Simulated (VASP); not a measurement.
## HfC: single point with r2SCAN

Crystal: HfC.

```
Hf C
1.0
     3.19994    0.00000    0.00000
    -1.59997    2.77123    0.00000
     1.59997    0.92374    2.71135
Hf C
1 1
Direct
  0.00000 0.00000 0.00000
  0.00000 0.50000 0.50000
```

```json
{"Program": "VASP 6.6.1", "Task": "single point", "Functional": "r2SCAN", "Potentials or basis": "VASP PAW PBE potentials, release 64 (Hf_pv, C)", "Cutoff": "520 eV", "k mesh": "12 × 12 × 12", "Occupations": "gaussian, width 0.1 eV", "Spin": "no spin polarisation"}
```

```json
{"Pressure": "9.2 GPa", "Band gap on the k mesh": "zero (band 7 reaches 7.37 eV, above the bottom of band 8 at 5.90 eV)"}
```

Stress tensor (GPa, compression positive):
```
14.31  0.00  0.00
 0.00 14.31  0.00
 0.00  0.00 -0.95
```

Levels at points of the mesh, in eV from the Fermi level:
| k point | band 3 | band 4 | band 5 | band 6 | band 7 | band 8 | band 9 | band 10 | band 11 | band 12 |
| --- | --- | --- | --- | --- | --- | --- | --- | --- | --- | --- |
| (0.00, 0.00, 0.00) | -30.53 | -13.28 | 0.82 | 1.12 | 1.12 | 1.25 | 1.81 | 1.81 | 3.70 | 3.70 |
| (0.50, 0.00, 0.00) | -30.80 | -11.38 | -2.78 | -1.80 | -0.27 | 0.00 | 5.69 | 7.37 | 7.44 | 9.76 |
| (0.00, 0.50, 0.00) | -30.63 | -9.22 | -6.52 | -3.60 | -3.19 | 5.49 | 6.24 | 6.74 | 7.14 | 12.48 |
| (0.00, 0.00, 0.50) | -30.59 | -9.41 | -6.60 | -3.07 | -3.07 | 5.71 | 5.71 | 6.31 | 7.42 | 12.23 |

Run time: 3.8 min on 1 thread of AMD EPYC 7R43 64-Core Processor (Zen 3), with other jobs on the host, peak memory 0.16 GiB.

Caveat: the PAW data sets were made with another functional, which shifts forces and pressure a little; spin-orbit coupling is left out, which moves the levels of the heavy elements.
